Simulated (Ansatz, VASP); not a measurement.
## One calculation of Se, two programs

```
CELL_PARAMETERS angstrom
5.54421 0.00000 0.00000
0.00000 5.54421 0.00000
0.00000 0.00000 5.54421
ATOMIC_POSITIONS crystal
Se 0.00000 0.00000 0.00000
Se 0.50000 0.50000 0.50000
Se 0.25000 0.00000 0.50000
Se 0.75000 0.00000 0.50000
Se 0.50000 0.25000 0.00000
Se 0.50000 0.75000 0.00000
Se 0.00000 0.50000 0.25000
Se 0.00000 0.50000 0.75000
```

Alike in both runs: functional revPBE; k mesh 5 × 5 × 5; occupations fermi-dirac, width 0.1 eV; no spin polarisation.

Ansatz relaxed the structure, and its values are those at the end. VASP's run is a single point on that final structure, the one shown.

|  | VASP | Ansatz |
| --- | --- | --- |
| version | VASP 6.6.1 | Ansatz 0.2.0 |
| potentials or method | VASP PAW PBE potentials, release 64 (Se), cutoff 520 eV | plane waves (420 eV) with PAW, scalar-relativistic |
| valence electrons in the cell | 48 | 128 |

```csv
,VASP,Ansatz,Ansatz less VASP
pressure (GPa),0.0,0.0,+0.01
```

VASP's potentials were made for PBE, not for revPBE. With one functional, cell and mesh, what is left measures potentials, basis and numerics. VASP's potentials hold 48 valence electrons a cell and Ansatz's 128, so a difference there can come from the potentials and not from the codes.
